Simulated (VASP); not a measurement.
Ti3Al, 4 atoms in the cell. It takes space group P-6m2 (No. 187, hexagonal). Conventional cell: a = 2.922 Å, b = 2.922 Å, c = 8.975 Å, α = 90.00°, β = 90.00°, γ = 120.00°. Ti (site symmetry -6m2) has 12 Ti at 2.84 to 2.92 Å within 3.7 Å. Within 3.7 Å of Ti (site symmetry 3m) lie 3 Al at 2.78 Å and 9 Ti at 2.84 to 2.92 Å. Within 3.7 Å of Al (site symmetry -6m2) lie 6 Ti at 2.78 Å and 6 Al at 2.92 Å.  This cell differs from its parent crystal: atoms shifted along a free coordinate, c/a of the conventional cell at fixed volume 3.0719.

```yaml
Program: VASP 6.6.1
Task: single point
Functional: PBEsol
Potentials_or_basis: VASP PAW PBE potentials, release 64 (Ti_sv, Al)
Cutoff: 520 eV
k_mesh: 15 × 15 × 6
Occupations: gaussian, width 0.15 eV
Spin: no spin polarisation
Dipole_correction: no
Further_INCAR_settings: ALGO = Fast; EDIFF = 1e-06; NBANDS = 28
```

Potentials or basis: VASP PAW PBE potentials, release 64 (Ti_sv, Al).

Command:

```console
$ cat potpaw_PBE.64/Ti_sv/POTCAR potpaw_PBE.64/Al/POTCAR > POTCAR
$ mpirun -np 1 vasp_std > vasp.out
```

Hardware: 1 thread of Intel(R) Xeon(R) Platinum 8488C (Sapphire Rapids) (shared host).

How long does it take, and how much memory?

It took 8.1 min on 1 thread of Intel(R) Xeon(R) Platinum 8488C (Sapphire Rapids) (shared host), peak memory 0.31 GiB. Counts: scf iterations 43, k points 108.
